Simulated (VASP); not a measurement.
The system is Cd6Te.

```
CELL_PARAMETERS angstrom
8.73643 0.00000 0.00000
-4.36822 7.56597 0.00000
0.00000 0.00000 2.96818
ATOMIC_POSITIONS crystal
Cd 0.78241 0.21759 0.50000
Cd 0.78241 0.56482 0.50000
Cd 0.43518 0.21759 0.50000
Cd 0.21759 0.78241 0.50000
Cd 0.21759 0.43518 0.50000
Cd 0.56482 0.78241 0.50000
Te 0.00000 0.00000 0.50000
```

The cell was built from a structure type or drawn by symmetry, and may not be a known phase.

```yaml
Program: VASP 6.6.1
Task: relaxation of cell and atoms
Functional: PBE
Potentials_or_basis: VASP PAW PBE potentials, release 64 (Cd, Te)
Cutoff: 600 eV
k_mesh: 6 × 6 × 10
Occupations: gaussian, width 0.1 eV
Spin: no spin polarisation
```

At the start: pressure 0.3 GPa; volume 28.03 Å³/atom.

Task: Where does the relaxation end?

Result: Over 8 steps the energy falls by 5.1 meV/atom and the volume is 28.13 Å³/atom (+0.4 %); space group P6/mmm (No. 191, to 0.1 Å) before and after.

Step by step:
| step | energy change (eV) | largest force (eV/Å) | pressure (GPa) | volume (Å³) |
| --- | --- | --- | --- | --- |
| 1 | 0.0000 | 0.1884 | 0.31 | 196.20 |
| 2 | -0.0142 | 0.1498 | 0.01 | 197.74 |
| 3 | -0.0240 | 0.0645 | -0.60 | 201.35 |
| 4 | -0.0332 | 0.0142 | -0.34 | 199.30 |
| 5 | -0.0348 | 0.0136 | -0.21 | 198.29 |
| 6 | -0.0348 | 0.0193 | -0.18 | 198.06 |
| 7 | -0.0359 | 0.0045 | -0.05 | 197.18 |
| 8 | -0.0360 | 0.0010 | -0.01 | 196.91 |

Final structure:
```
Cd Te
1.0
     8.66103    0.00000    0.00000
    -4.33052    7.50067    0.00000
     0.00000    0.00000    3.03110
Cd Te
6 1
Direct
  0.78549 0.21451 0.50000
  0.78549 0.57098 0.50000
  0.42902 0.21451 0.50000
  0.21451 0.78549 0.50000
  0.21451 0.42902 0.50000
  0.57098 0.78549 0.50000
  0.00000 0.00000 0.50000
```
